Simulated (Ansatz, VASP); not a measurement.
InAs: VASP beside Ansatz

```
In As
1.0
     0.00000    3.02400    2.90304
     3.02400    0.00000    2.90304
     3.02400    3.02400    0.00000
In As
1 1
Direct
  0.00000 0.00000 0.00000
  0.75000 0.75000 0.75000
```

Change from the starting cell: strain -0.0400 x Voigt [0, 0, 1, 0, 0, 0], atoms carried along.

Alike in both runs: task single point; functional PBE; k mesh 14 × 14 × 14; occupations gaussian, width 0.15 eV; no spin polarisation.

|  | VASP | Ansatz |
| --- | --- | --- |
| version | VASP 6.6.1 | Ansatz 0.2.0 |
| potentials or method | VASP PAW PBE potentials, release 64 (In_d, As), cutoff 520 eV | scalar-relativistic, plane waves, PAW |
| valence electrons in the cell | 18 | 28 |

```tsv
	VASP	Ansatz	Ansatz less VASP
gap on the k mesh at the Fermi level (eV)	none	none	-
pressure (GPa)	6.9	6.8	-0.08
traceless stress, the component that is largest in VASP (GPa)	0.74	0.74	+0.002
```

A gap of «none» marks a metal or a gap that the smearing closes. VASP's potentials hold 18 valence electrons a cell and Ansatz's 28, so a difference there can come from the potentials and not from the codes.
